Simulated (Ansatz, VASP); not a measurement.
# Fe3CoGe4: VASP beside Ansatz

```
CELL_PARAMETERS angstrom
5.99122 -1.95966 -0.01401
5.99122 1.95966 -0.01401
-1.24100 0.00000 4.73236
ATOMIC_POSITIONS crystal
Fe 0.00000 0.00000 0.00000
Fe 0.79363 0.79363 0.63881
Fe 0.20637 0.20637 0.36119
Co 0.00000 0.00000 0.50000
Ge 0.18427 0.18427 0.84356
Ge 0.81573 0.81573 0.15644
Ge 0.42907 0.42907 0.69634
Ge 0.57093 0.57093 0.30366
```

Alike in both runs: functional PBE; k mesh 4 × 4 × 4; occupations gaussian, width 0.1 eV; collinear spin.

Ansatz relaxed the structure, and its values are those at the end. VASP's run is a single point on that final structure, the one shown.

|  | VASP | Ansatz |
| --- | --- | --- |
| version | VASP 6.6.1 | Ansatz 0.2.0 |
| potentials or method | VASP PAW PBE potentials, release 64 (Fe, Co, Ge_d), cutoff 520 eV | scalar-relativistic, plane waves, PAW |
| valence electrons in the cell | 89 | 121 |

Ansatz gave:

```
gap on the k mesh at the Fermi level (eV)                     : none
pressure (GPa)                                                : 0.0
rms of the force components (eV/Å)                            : 0.005
net moment per atom (μB)                                      : 0.75
size of the moment on the site where the two differ most (μB) : 0.65
```

Which values does VASP return?

gap on the k mesh at the Fermi level (eV): none; pressure (GPa): 0.1; rms of the force components (eV/Å): 0.007; net moment per atom (μB): 0.74; size of the moment on the site where the two differ most (μB): 0.62.

Site moments also hang on the region over which each program counts them. A gap of «none» marks a metal or a gap that the smearing closes. VASP's potentials hold 89 valence electrons a cell and Ansatz's 121, so a difference there can come from the potentials and not from the codes.

The k mesh is coarse, so the values compare programs but aren't converged.
